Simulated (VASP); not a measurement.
# Ru (P6_3/mmc) in VASP: further runs, part 3 of 3

VASP 6.6.1. Earlier steps stand in the parts before.

## Step 6: Single point, PBEsol

This run uses another cell than the first one, of 14.92 Å³/atom, 1.022 times its volume.

INCAR reads:

```
ALGO = Fast
EDIFF = 1E-6
ENCUT = 520
GGA = PS
ISIF = 2
ISMEAR = 0
LASPH = True
LCHARG = False
LREAL = False
LWAVE = False
NBANDS = 21
NELM = 80
PREC = Accurate
SIGMA = 0.15
```

KPOINTS reads:

```
k-points
0
Gamma
  18 18 10
```

POSCAR reads:

```
Ru
1.0
    2.6896847531      0.0000000000      0.0000000000
   -1.3448423765      2.3293353243      0.0000000000
    0.0000000000      0.0000000000      4.7627000000
Ru
2
Direct
    0.3333333333      0.6666666667      0.2500000000
    0.6666666667      0.3333333333      0.7500000000
```

Potentials or basis: VASP PAW PBE potentials, release 64 (Ru_pv).

On the command line:

```
$ cat potpaw_PBE.64/Ru_pv/POTCAR > POTCAR
$ mpirun -np 1 vasp_std > vasp.out
```

OUTCAR:

```text
EDIFF = 1E-6
   ENCUT = 520
   GGA = PS
   ISIF = 2
   ISMEAR = 0
   LASPH = True
   LREAL = False
   NELM = 80
   PREC = Accurate

 ion  position               nearest neighbor table
   1  0.333  0.667  0.250-   2 2.84   2 2.84   2 2.84   2 2.84   2 2.84   2 2.84
   2  0.667  0.333  0.750-   1 2.84   1 2.84   1 2.84   1 2.84   1 2.84   1 2.84

  LATTYP: Found a hexagonal cell.
 ALAT       =     2.6896847531
 C/A-ratio  =     1.7707279615

  Lattice vectors:

 A1 = (   2.6896847531,   0.0000000000,   0.0000000000)
 A2 = (  -1.3448423765,   2.3293353243,   0.0000000000)
 A3 = (   0.0000000000,   0.0000000000,   4.7627000000)

Analysis of symmetry for initial positions (statically):
=====================================================================
 Subroutine PRICEL returns:
 Original cell was already a primitive cell.

 Routine SETGRP: Setting up the symmetry group for a
 hexagonal supercell.

 Subroutine GETGRP returns: Found 24 space group operations
 (whereof 12 operations were pure point group operations)
 out of a pool of 24 trial point group operations.
[... 155 lines left out ...]
   NGX =  9   NGY =  9   NGZ = 17

 number of electron      27.9999994 magnetization

 Free energy of the ion-electron system (eV)
  ---------------------------------------------------
  ext. energy  EPLUGINS =         0.00000000
  ---------------------------------------------------
  free energy    TOTEN  =       -19.72736434 eV

  energy without entropy =      -19.70700284  energy(sigma->0) =      -19.71718359

 E-fermi :  11.0688     XC(G=0): -13.6965

 val. band max:       11.0664556138   @ k =   0.3889   0.1111   0.5000
 cond. band min:      11.0786812909   @ k =   0.2222   0.0556   0.0000
 fundamental gap:      0.0122256771
 Fermi energy:        11.0688056954

 k-point     1 :       0.0000    0.0000    0.0000
  band No.  band energies     occupation
      1     -32.0886      2.00000
      2     -31.4626      2.00000
      3     -31.4007      2.00000
      4     -31.4007      2.00000
      5     -31.3345      2.00000
      6     -31.3345      2.00000
[... 565 lines left out ...]
     20      21.2431      0.00000
     21      23.4920      0.00000

 [... further k-points ...]
[... 5 lines left out ...]
  --------------------------------------------------------------------------------------
  -------------------------------------------------------------------------------------
  Total       -2.6108575     -2.6108575     -9.8246621     -0.0000000      0.0000000      0.0000000
  in kB     -140.1868007   -140.1868007   -527.5232251     -0.0000000      0.0000000      0.0000000
  external PRESSURE =    -269.2989422 kB  Pullay stress =       0.0000000 kB

 VOLUME and BASIS-vectors are now :
 -----------------------------------------------------------------------------
  energy-cutoff  :      520.00
  volume of cell :       29.84
      direct lattice vectors                 reciprocal lattice vectors
     2.689684753  0.000000000  0.000000000     0.371790783  0.214653509  0.000000000
    -1.344842376  2.329335324  0.000000000     0.000000000  0.429307017  0.000000000
     0.000000000  0.000000000  4.762700000     0.000000000  0.000000000  0.209964936

 POSITION                                       TOTAL-FORCE (eV/Angst)
 -----------------------------------------------------------------------------------
     -0.00000      1.55289      1.19067        -0.000000      0.000000      0.000000
      1.34484      0.77645      3.57203         0.000000     -0.000000      0.000000
 -----------------------------------------------------------------------------------
    total drift:                                0.000000     -0.000000      0.000000

  FREE ENERGIE OF THE ION-ELECTRON SYSTEM (eV)
  ---------------------------------------------------
  free  energy   TOTEN  =       -19.7273643442 eV

  energy  without entropy=      -19.7070028412  energy(sigma->0) =      -19.71718359
```

OSZICAR:

```text
N       E                     dE             d eps       ncg     rms          rms(c)
DAV:   1     0.285186435140E+03    0.28519E+03   -0.17585E+04  9332   0.146E+03
DAV:   2    -0.155960723387E+02   -0.30078E+03   -0.29197E+03  9634   0.440E+02
DAV:   3    -0.213469717604E+02   -0.57509E+01   -0.57075E+01 10894   0.677E+01
DAV:   4    -0.213908078773E+02   -0.43836E-01   -0.43790E-01 12014   0.558E+00
DAV:   5    -0.213913502241E+02   -0.54235E-03   -0.54011E-03 10631   0.546E-01    0.158E+01
RMM:   6    -0.198024330808E+02    0.15889E+01   -0.37374E+00  9577   0.156E+01    0.326E+00
RMM:   7    -0.197357966915E+02    0.66636E-01   -0.34233E-01 10160   0.407E+00    0.790E-01
RMM:   8    -0.197286710590E+02    0.71256E-02   -0.20815E-02 10518   0.138E+00    0.404E-01
RMM:   9    -0.197273204062E+02    0.13507E-02   -0.27170E-03 10667   0.456E-01    0.448E-02
RMM:  10    -0.197273595040E+02   -0.39098E-04   -0.40375E-04 11070   0.174E-01    0.141E-02
RMM:  11    -0.197273647716E+02   -0.52676E-05   -0.66837E-05 11791   0.477E-02    0.690E-03
RMM:  12    -0.197273643442E+02    0.42737E-06   -0.97376E-06  9975   0.188E-02
   1 F= -.19727364E+02 E0= -.19717184E+02  d E =-.203615E-01
```

Wall time 42 s (1 thread of Intel Xeon 6975P-C (Granite Rapids), shared host); peak memory 0.22 GiB.

What came out:

```
Free energy            : -19.7274 eV
Pressure               : -26.9 GPa
Band gap on the k mesh : zero (band 14 reaches 12.31 eV, above the bottom of band 15 at 9.96 eV)
```

Levels at points of the mesh, in eV from the Fermi level:
| k point | band 11 | band 12 | band 13 | band 14 | band 15 | band 16 | band 17 | band 18 |
| --- | --- | --- | --- | --- | --- | --- | --- | --- |
| (0.00, 0.00, 0.00) | -2.21 | -1.83 | -1.83 | -0.48 | -0.48 | 0.08 | 1.06 | 1.06 |
| (0.50, 0.00, 0.00) | -1.91 | -1.77 | -1.28 | 1.24 | 1.82 | 2.01 | 3.76 | 5.69 |
| (0.00, 0.00, 0.50) | -2.19 | -2.19 | -2.19 | -2.19 | 0.51 | 0.51 | 0.51 | 0.51 |
| (0.50, 0.00, 0.50) | -0.57 | -0.57 | 0.39 | 0.39 | 1.93 | 1.93 | 3.07 | 3.07 |

Caveat: the PAW data sets were made with another functional, which shifts forces and pressure a little.

## Step 7: The runs side by side

| cell | further INCAR settings | gap on the mesh (eV) | pressure (GPa) |
| --- | --- | --- | --- |
| a = 2.690, b = 2.690, c = 4.661 Å, angles 90.0, 90.0, 120.0°, 2 atoms | ALGO = Fast; EDIFF = 1e-07; NBANDS = 21 | none | -23.7 |
| a = 2.765, b = 2.765, c = 4.457 Å, angles 90.0, 90.0, 120.0°, 2 atoms | ALGO = Fast; EDIFF = 1e-06; NBANDS = 21 | none | -27.9 |
| a = 2.803, b = 2.803, c = 4.354 Å, angles 90.0, 90.0, 120.0°, 2 atoms | ALGO = Fast; EDIFF = 1e-06; NBANDS = 21 | none | -28.3 |
| a = 2.878, b = 2.878, c = 4.150 Å, angles 90.0, 90.0, 120.0°, 2 atoms | ALGO = Fast; EDIFF = 1e-06; NBANDS = 21 | none | -26.3 |
| a = 2.690, b = 2.690, c = 4.763 Å, angles 90.0, 90.0, 120.0°, 2 atoms | ALGO = Fast; EDIFF = 1e-06; NBANDS = 21 | none | -26.9 |

Alike in all rows: task single point; level PBEsol; potentials or basis VASP PAW PBE potentials, release 64 (Ru_pv); no spin polarisation; k mesh 18 × 18 × 10; cutoff (eV) 520; smearing gaussian 0.15 eV.

Caveats: the PAW data sets were made with another functional, which shifts forces and pressure a little.

Total energies depend on the potentials used, so only differences within one code and one set of settings carry meaning.
